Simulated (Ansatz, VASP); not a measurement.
**One calculation of Fe, two programs**

```
Fe
1.0
    -1.41631    1.41631    1.41631
     1.41631   -1.41631    1.41631
     1.41631    1.41631   -1.41631
Fe
1
Direct
  0.00000 0.00000 0.00000
```

Alike in both runs: task single point; functional PBE; k mesh 8 × 8 × 8; occupations fermi-dirac, width 0.1 eV; collinear spin.

|  | VASP | Ansatz |
| --- | --- | --- |
| version | VASP 6.6.1 | Ansatz 0.2.0 |
| potentials or method | VASP PAW PBE potentials, release 64 (Fe), cutoff 600 eV | plane waves (420 eV) with PAW, scalar-relativistic |
| valence electrons in the cell | 8 | 16 |

|  | VASP | Ansatz | Ansatz less VASP |
| --- | --- | --- | --- |
| net moment per atom (μB) | 2.16 | 2.12 | -0.038 |
| size of the moment on the site where the two differ most (μB) | 2.16 | 2.18 | +0.014 |

Site moments also hang on the region over which each program counts them. With one functional, cell and mesh, what is left measures potentials, basis and numerics. VASP's potentials hold 8 valence electrons a cell and Ansatz's 16, so a difference there can come from the potentials and not from the codes.

The k mesh is coarse, so the values compare programs but aren't converged.
